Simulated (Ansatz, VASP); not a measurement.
## HfN in VASP and in Ansatz

Contents of POSCAR:

```
HfN
1.0
    0.0000000000      2.4047095306      2.4047095306
    2.4047095306      0.0000000000      2.4047095306
    2.4047095306      2.4047095306      0.0000000000
Hf N
1 1
Direct
    0.0000000000      0.0000000000      0.0000000000
    0.2500000000      0.2500000000      0.2500000000
```

File INCAR.step1:

```
PREC = Accurate
ENCUT = 520
ISMEAR = -1
SIGMA = 0.05
LREAL = F
LASPH = T
NELM = 60
NBANDS = 14
GGA = PE
ALGO = Normal
EDIFF = 1E-4
LWAVE = T
LCHARG = F
```

Contents of INCAR.step2:

```
PREC = Accurate
ENCUT = 520
EDIFF = 1E-6
ISMEAR = -1
SIGMA = 0.05
LREAL = F
LASPH = T
NELM = 60
ALGO = Normal
ISIF = 2
LWAVE = F
LCHARG = T
METAGGA = R2SCAN
LMIXTAU = T
LELF = T
LVHAR = T
NBANDS = 14
ISTART = 1
```

KPOINTS

```
regular mesh
0
Gamma
  9 9 9
```

Contents of input.yaml:

```yaml
crystal:
  lattice:
    - [0.0, 2.4047095306, 2.4047095306]
    - [2.4047095306, 0.0, 2.4047095306]
    - [2.4047095306, 2.4047095306, 0.0]
  atoms:
    - { symbol: Hf, position: [0.0, 0.0, 0.0] }
    - { symbol: "N", position: [0.25, 0.25, 0.25] }
hamiltonian:
  xc: r2scan
  pseudopotentials: { kind: paw }
kpoints:
  mp_grid: { grid: [9, 9, 9] }
scf:
  occupations: { method: fermi_dirac, width: 0.05 }
output:
  forces: true
  stress: true
  eigenvalues: true
  write_density: true
  write_potential: true
  elf: true
  volumetric_format: npy
```

Alike in both runs: task single point; functional r2SCAN; k mesh 9 × 9 × 9; occupations fermi-dirac, width 0.05 eV; no spin polarisation.

|  | VASP | Ansatz |
| --- | --- | --- |
| version | VASP 6.6.1 | Ansatz 0.2.0 |
| potentials or method | VASP PAW PBE potentials, release 64 (Hf_pv, N) | Ansatz PAW |
| plane-wave cutoff (eV) | 520 | 500 |
| valence electrons in the cell | 15 | 31 |

```csv
,VASP,Ansatz,Ansatz less VASP
gap on the k mesh at the Fermi level (eV),none,none,-
pressure (GPa),10.1,11.3,+1.25
```

VASP's potentials were made for PBE, not for r2SCAN. A gap of «none» marks a metal or a gap that the smearing closes. VASP's potentials hold 15 valence electrons a cell and Ansatz's 31, so a difference there can come from the potentials and not from the codes.

Spin-orbit coupling is off throughout.
